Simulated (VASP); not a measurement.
Set up this calculation in VASP 6.6.1, as the native input.

* Task: single point
* Functional: LDA
* Potentials or basis: VASP PAW LDA potentials, release 64 (Pt, S)
* Cutoff: 520 eV
* k mesh: 12 × 12 × 8
* Occupations: gaussian, width 0.05 eV
* Spin: no spin polarisation
* Dipole correction: no
* Further INCAR settings: ALGO = Normal; EDIFF = 1e-06; NBANDS = 18

The structure of PtS2 lies in POSCAR:

```
PtS2
1.0
    3.3342783642      0.0000000000      0.0000000000
   -1.6671391821      2.8875697667      0.0000000000
    0.0000000000      0.0000000000      5.6900308108
Pt S
1 2
Direct
    0.0000000000      0.0000000000      0.0000000000
    0.3333333333      0.6666666667      0.2500000000
    0.6666666667      0.3333333333      0.7500000000
```

This cell differs from its parent crystal: ratio of the length along z to the lengths across it x 1.2, volume and fractional coordinates fixed.

One way to write it, as run:

INCAR

```
PREC = Accurate
ENCUT = 520
EDIFF = 1E-6
ISMEAR = 0
SIGMA = 0.05
LREAL = False
LASPH = True
NELM = 60
ALGO = Normal
ISIF = 2
LWAVE = False
LCHARG = True
GGA = CA
LELF = True
LVHAR = True
NBANDS = 18
```

KPOINTS

```
regular mesh
0
Gamma
  12 12 8
```

Potentials or basis: VASP PAW LDA potentials, release 64 (Pt, S).

Launch:

```console
$ cat potpaw_LDA.64/Pt/POTCAR potpaw_LDA.64/S/POTCAR > POTCAR
$ mpirun -np 1 vasp_std > vasp.out
```

Results of the run:

* Pressure: -0.7 GPa
* Largest force: 1.255 eV/Å
* Band gap on the k mesh: 0.68 eV, indirect (least direct gap 0.85 eV)

Caveat: spin-orbit coupling is left out, which moves the levels of the heavy elements; forces of over 1 eV/Å act on the atoms, so gaps and moduli don't describe the material at rest.

Wall time 2.7 min on 1 thread of AMD EPYC 7R43 64-Core Processor (Zen 3) (shared host), peak memory 0.21 GiB.
